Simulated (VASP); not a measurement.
Set up this calculation in VASP 6.6.1, as the native input.

* Task: single point
* Functional: r2SCAN
* Potentials or basis: VASP PAW PBE potentials, release 64 (Ta_pv)
* Cutoff: 520 eV
* k mesh: 24 × 24 × 24
* Occupations: gaussian, width 0.1 eV
* Spin: no spin polarisation
* Dipole correction: no
* Further INCAR settings: ALGO = Normal; EDIFF = 1e-07; NBANDS = 12

Ta:

```
Ta
1.0
    -1.65249    1.65249    1.65249
     1.65249   -1.65249    1.65249
     1.65249    1.65249   -1.65249
Ta
1
Direct
  0.00000 0.00000 0.00000
```

The input as run:

POSCAR

```
Ta
1.0
   -1.6524942856      1.6524942856      1.6524942856
    1.6524942856     -1.6524942856      1.6524942856
    1.6524942856      1.6524942856     -1.6524942856
Ta
1
Direct
    0.0000000000      0.0000000000      0.0000000000
```

INCAR.step1

```
SYSTEM = Ta
ALGO = Normal ; EDIFF = 1E-4
ENCUT = 520 ; GGA = PE
ISMEAR = 0 ; LASPH = .TRUE.
LCHARG = .FALSE. ; LREAL = .FALSE.
LWAVE = .TRUE. ; NBANDS = 12
NELM = 80 ; PREC = Accurate
SIGMA = 0.1
```

INCAR.step2

```
SYSTEM = Ta
ALGO = Normal ; EDIFF = 1E-7
ENCUT = 520 ; ISIF = 2
ISMEAR = 0 ; ISTART = 1
LASPH = .TRUE. ; LCHARG = .FALSE.
LMIXTAU = .TRUE. ; LREAL = .FALSE.
LWAVE = .FALSE. ; METAGGA = R2SCAN
NBANDS = 12 ; NELM = 80
PREC = Accurate ; SIGMA = 0.1
```

KPOINTS

```
k-points
0
G
  24 24 24
  0 0 0
```

Potentials or basis: VASP PAW PBE potentials, release 64 (Ta_pv).

Launch:

```sh
$ cat potpaw_PBE.64/Ta_pv/POTCAR > POTCAR
$ cp INCAR.step1 INCAR
$ mpirun -np 1 vasp_std > vasp.out
$ cp INCAR.step2 INCAR
$ mpirun -np 1 vasp_std > vasp.out
```

It gave:

```yaml
Pressure: 0.6 GPa
Band_gap_on_the_k_mesh: zero (an odd number of electrons rules out a gap without spin polarisation)
```

Caveat: the PAW data sets were made with another functional, which shifts forces and pressure a little; spin-orbit coupling is left out, which moves the levels of the heavy elements.

It took 3.1 min on 1 thread of Intel(R) Xeon(R) Platinum 8375C CPU @ 2.90GHz (Ice Lake), on a shared host, peak memory 0.21 GiB.
